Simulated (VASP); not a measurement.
Crystal: LiBiCl6.

```xyz
8
Lattice="6.3503 0.0000 0.0000 -3.1751 5.4995 0.0000 0.0000 -3.6663 5.7158" Properties=species:S:1:pos:R:3 pbc="T T T"
Li    3.1751   -1.8332    2.8579
Bi    0.0000    0.0000    0.0000
Cl    1.8543    0.2970    1.3718
Cl   -1.1843    1.4574    1.3718
Cl    2.5052    3.7452    1.3718
Cl    1.3209    1.5362    4.3440
Cl    4.3595    0.3758    4.3440
Cl    0.6700   -1.9120    4.3440
```

Base run:

| Quantity | Value |
| --- | --- |
| Program | VASP 6.6.1 |
| Functional | PBE |
| Potentials or basis | VASP PAW PBE potentials, release 64 (Li_sv, Bi_d, Cl) |
| Cutoff | 750 eV |
| k mesh | 4 × 4 × 4 |
| Occupations | fermi-dirac, width 0.1 eV |
| Spin | no spin polarisation |

Its results: band gap on the k mesh 2.04 eV, indirect (least direct gap 2.19 eV); pressure 11.5 GPa; largest force 2.876 eV/Å.

**Question.** The run is repeated on the same cell with these changes: functional from PBE to RPBE. What comes out?

**Answer.** Band gap on the k mesh 2.12 eV, indirect (least direct gap 2.26 eV); pressure 13.3 GPa; largest force 2.961 eV/Å.

RPBE binds less tightly than PBE, so the same cell stands under more pressure.

Caveats: spin-orbit coupling is left out, which moves the levels of the heavy elements; forces of over 1 eV/Å act on the atoms, so gaps and moduli don't describe the material at rest (some runs); the PAW data sets were made with another functional, which shifts forces and pressure a little (some runs).

A k mesh can miss the band edges.
